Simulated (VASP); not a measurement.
# B5H9 (I4mm) in VASP: further runs, part 2 of 2

VASP 6.6.1. The steps go on from the part before.

## 3. Electric field gradients, r2SCAN

File POSCAR:

```
B5H9
1.0
   -3.6229682900      3.6229682900      2.6550364400
    3.6229682900     -3.6229682900      2.6550364400
    3.6229682900      3.6229682900     -2.6550364400
B H
5 9
Direct
    0.2303706200      0.2303706200      0.0000000000
    0.1933508700      0.0189337500      0.1744171200
    0.8445166300      0.0189337500      0.8255828800
    0.0189337500      0.1933508700      0.1744171200
    0.0189337500      0.8445166300      0.8255828800
    0.4531173700      0.4531173700      0.0000000000
    0.3811923600      0.0446660000      0.3365263600
    0.7081396400      0.0446660000      0.6634736400
    0.0446660000      0.3811923600      0.3365263600
    0.0446660000      0.7081396400      0.6634736400
    0.9812044700      0.7183520300      0.0000000000
    0.7183520300      0.9812044700      0.0000000000
    0.7183520300      0.7183520300      0.7371475600
    0.9812044700      0.9812044700      0.2628524400
```

File INCAR.step1:

```
SYSTEM = B5H9
PREC = Accurate
ENCUT = 520
ISMEAR = -1
SIGMA = 0.05
LREAL = .FALSE.
LASPH = .TRUE.
NELM = 60
NBANDS = 25
GGA = PE
ALGO = Normal
EDIFF = 1E-4
LWAVE = .TRUE.
LCHARG = .FALSE.
```

File INCAR.step2:

```
SYSTEM = B5H9
PREC = Accurate
ENCUT = 520
EDIFF = 1E-8
ISMEAR = -1
SIGMA = 0.05
LREAL = .FALSE.
LASPH = .TRUE.
NELM = 60
ALGO = Normal
ISIF = 2
LWAVE = .FALSE.
LCHARG = .FALSE.
METAGGA = R2SCAN
LMIXTAU = .TRUE.
LEFG = .TRUE.
NBANDS = 25
ISTART = 1
```

File KPOINTS:

```
regular mesh
0
G
  7 7 7
  0 0 0
```

Potentials or basis: VASP PAW PBE potentials, release 64 (B, H).

Launch:

```bash
> cat potpaw_PBE.64/B/POTCAR potpaw_PBE.64/H/POTCAR > POTCAR
> cp INCAR.step1 INCAR
> mpirun -np 1 vasp_std > vasp.out
> cp INCAR.step2 INCAR
> mpirun -np 1 vasp_std > vasp.out
```

OUTCAR:

```text
SYSTEM = B5H9
   PREC = Accurate
   ENCUT = 520
   EDIFF = 1E-8
   ISMEAR = -1
   LREAL = .FALSE.
   LASPH = .TRUE.
   NELM = 60
   ISIF = 2
   METAGGA = R2SCAN
   ISTART = 1

 ion  position               nearest neighbor table
   1  0.230  0.230  0.000-   6 1.18   5 1.69   3 1.69   2 1.69   4 1.69
   2  0.193  0.019  0.174-   7 1.18  11 1.35  14 1.35   1 1.69   5 1.79   4 1.79
   3  0.845  0.019  0.826-   8 1.18  12 1.35  13 1.35   1 1.69   5 1.79   4 1.79
   4  0.019  0.193  0.174-   9 1.18  12 1.35  14 1.35   1 1.69   3 1.79   2 1.79
   5  0.019  0.845  0.826-  10 1.18  11 1.35  13 1.35   1 1.69   3 1.79   2 1.79
   6  0.453  0.453  0.000-   1 1.18
   7  0.381  0.045  0.337-   2 1.18
   8  0.708  0.045  0.663-   3 1.18
   9  0.045  0.381  0.337-   4 1.18
  10  0.045  0.708  0.663-   5 1.18
  11  0.981  0.718  0.000-   2 1.35   5 1.35
  12  0.718  0.981  0.000-   3 1.35   4 1.35
[... 939 lines left out ...]
   1       4.201     4.201    -8.402       0.000
   2      16.609     6.630   -23.239       0.429
   3      16.609     6.630   -23.239       0.429
   4      16.609     6.630   -23.239       0.429
   5      16.609     6.630   -23.239       0.429
   6     -10.847   -10.846    21.692       0.000
   7     -10.887    -9.730    20.617       0.056
   8     -10.887    -9.730    20.617       0.056
   9     -10.887    -9.730    20.617       0.056
  10     -10.887    -9.730    20.617       0.056
  11       4.944     4.828    -9.771       0.012
  12       4.944     4.828    -9.771       0.012
  13       4.946     4.826    -9.772       0.012
  14       4.945     4.828    -9.773       0.012
----------------------------------------------------------------------

           NMR quadrupolar parameters

 Cq : quadrupolar parameter    Cq=e*Q*V_zz/h
 eta: asymmetry parameters     (V_yy - V_xx)/ V_zz
 Q  : nuclear electric quadrupole moment in mb (millibarn)
----------------------------------------------------------------------
 ion       Cq(MHz)       eta       Q (mb)
----------------------------------------------------------------------
   1      -0.020       0.000       1.000
   2      -0.056       0.429       1.000
   3      -0.056       0.429       1.000
   4      -0.056       0.429       1.000
   5      -0.056       0.429       1.000
   6       0.052       0.000       1.000
   7       0.050       0.056       1.000
   8       0.050       0.056       1.000
   9       0.050       0.056       1.000
  10       0.050       0.056       1.000
  11      -0.024       0.012       1.000
  12      -0.024       0.012       1.000
  13      -0.024       0.012       1.000
  14      -0.024       0.012       1.000
----------------------------------------------------------------------
```

OSZICAR.step1:

```text
N       E                     dE             d eps       ncg     rms          rms(c)
DAV:   1     0.375135541024E+02    0.37514E+02   -0.96818E+03  2000   0.784E+02
DAV:   2    -0.659106577651E+02   -0.10342E+03   -0.99651E+02  2505   0.154E+02
DAV:   3    -0.712080403707E+02   -0.52974E+01   -0.52745E+01  2732   0.347E+01
DAV:   4    -0.712485741834E+02   -0.40534E-01   -0.40516E-01  2494   0.338E+00
DAV:   5    -0.712490890565E+02   -0.51487E-03   -0.51483E-03  2739   0.354E-01    0.118E+01
DAV:   6    -0.660474448533E+02    0.52016E+01   -0.47257E+00  2154   0.107E+01    0.651E+00
DAV:   7    -0.647540197539E+02    0.12934E+01   -0.35643E+00  2460   0.835E+00    0.208E+00
DAV:   8    -0.647312411362E+02    0.22779E-01   -0.36044E-01  2386   0.326E+00    0.489E-01
DAV:   9    -0.647266318396E+02    0.46093E-02   -0.82792E-02  2388   0.143E+00    0.298E-01
DAV:  10    -0.647270496474E+02   -0.41781E-03   -0.93305E-03  2338   0.516E-01    0.793E-02
DAV:  11    -0.647275652150E+02   -0.51557E-03   -0.14287E-03  2462   0.217E-01    0.449E-02
DAV:  12    -0.647275577731E+02    0.74419E-05   -0.26554E-04  2383   0.848E-02
   1 F= -.64727558E+02 E0= -.64727558E+02  d E =-.115502E-09
```

It took 15 min on 1 thread of Intel Xeon Platinum 8375C at 2.90GHz (Ice Lake), shared host; peak memory 0.4 GiB.

What came out:

| Property | Result |
| --- | --- |
| Free energy | -68.5541 eV |
| Pressure | -0.1 GPa |
| Largest force | 0.011 eV/Å |
| Band gap on the k mesh | 6.13 eV (least direct gap 6.32 eV) |
| Largest electric field gradient by atom | B -8.4, -23.2 (each value once); H +21.7, +20.6, -9.8 (each value once) V/Å² |

Forces in eV/Å, atoms in the order of the input:
```
B    0.000  0.000 -0.010
B    0.000 -0.002  0.008
B    0.000  0.002  0.008
B   -0.002  0.000  0.008
B    0.002  0.000  0.008
H    0.000  0.000 -0.001
H    0.000  0.010 -0.005
H    0.000 -0.010 -0.005
H    0.010  0.000 -0.005
H   -0.010  0.000 -0.005
H   -0.004  0.004 -0.001
H    0.004 -0.004 -0.001
H   -0.004 -0.004 -0.001
H    0.004  0.004 -0.001
```

Electric field gradients, principal values (V/Å²):
```
atom    least   middle  greatest (by size)
 1 B    4.201    4.201              -8.402
 2 B    6.630   16.609             -23.239
 3 B    6.630   16.609             -23.239
 4 B    6.630   16.609             -23.239
 5 B    6.630   16.609             -23.239
 6 H  -10.846  -10.847              21.692
 7 H   -9.730  -10.887              20.617
 8 H   -9.730  -10.887              20.617
 9 H   -9.730  -10.887              20.617
10 H   -9.730  -10.887              20.617
11 H    4.828    4.944              -9.771
12 H    4.828    4.944              -9.771
13 H    4.826    4.946              -9.772
14 H    4.828    4.945              -9.773
```

Caveat: without QUAD_EFG the Cq values of the log hold for a quadrupole moment of 1 mb, not for the nuclei; the PAW data sets were made with another functional, which shifts forces and pressure a little; an odd mesh through Γ misses points on the zone boundary, where band edges can lie.
